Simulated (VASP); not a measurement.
Runs of VASP 6.6.1 on Lu. The structure is that of space group Im-3m (No. 229), or close to it. The cells are those of the table. This isn't the form of Lu at room conditions, which is hcp.

```csv
cell,gap on the mesh (eV),pressure (GPa)
"a = 3.466 Å, angles 109.5°, 1 atom",none,-2.8
"a = 3.286 Å, angles 109.5°, 1 atom",none,4.3
"a = 3.379 Å, angles 109.5°, 1 atom",none,0.1
"a = 3.333 Å, angles 109.5°, 1 atom",none,(a)
"a = 3.509 Å, angles 109.5°, 1 atom",none,(b)
```

Alike in all rows: task single point; level PBE; potentials or basis VASP PAW PBE potentials, release 64 (Lu); no spin polarisation; k mesh 13 × 13 × 13; cutoff (eV) 520; smearing fermi-dirac 0.1 eV.

Fill in the values left out.

(a) 2.0; (b) -4.0.

Caveats: spin-orbit coupling is left out, which moves the levels of the heavy elements; the cell stands under pressure (at least some runs); the cell stands under tension (at least some runs).

A k mesh can miss the band edges, and the runs leave out spin-orbit coupling on Lu.

A gap of «none» marks levels without a gap at the run's occupations.
